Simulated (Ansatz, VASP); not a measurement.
## Two plane-wave programs on SnBr4Cl

```xyz
6
Lattice="4.4923 0.0000 0.0000 0.0000 4.4923 0.0000 0.0000 0.0000 12.3838" Properties=species:S:1:pos:R:3 pbc="T T T"
Sn    2.2462    2.2462    8.2161
Br    2.2462    2.2462    2.3969
Br    0.0000    0.0000    8.0443
Br    2.2462    2.2462   10.7252
Br    0.0000    0.0000    2.7944
Cl    0.0000    0.0000    4.9743
```

Change from the starting cell: species swapped into the Ta4SeS type (P4mm, No. 99).

Alike in both runs: functional PBE; k mesh 4 × 4 × 2; occupations gaussian, width 0.1 eV; no spin polarisation.

Ansatz relaxed the structure, and its values are those at the end. VASP's run is a single point on that final structure, the one shown.

```csv
,VASP,Ansatz
version,VASP 6.6.1,Ansatz 0.2.0
potentials or method,"VASP PAW PBE potentials, release 64 (Sn_d, Br, Cl), cutoff 520 eV","scalar-relativistic, plane waves, PAW"
valence electrons in the cell,49,49
```

Ansatz gave:

* gap on the k mesh at the Fermi level (eV): none
* pressure (GPa): 0.1
* rms of the force components (eV/Å): 0.007

Question: Which values does VASP return?

Answer: gap on the k mesh at the Fermi level (eV): none; pressure (GPa): 0.1; rms of the force components (eV/Å): 0.020.

A gap of «none» marks a metal or a gap that the smearing closes. With one functional, cell and mesh, what is left measures potentials, basis and numerics.
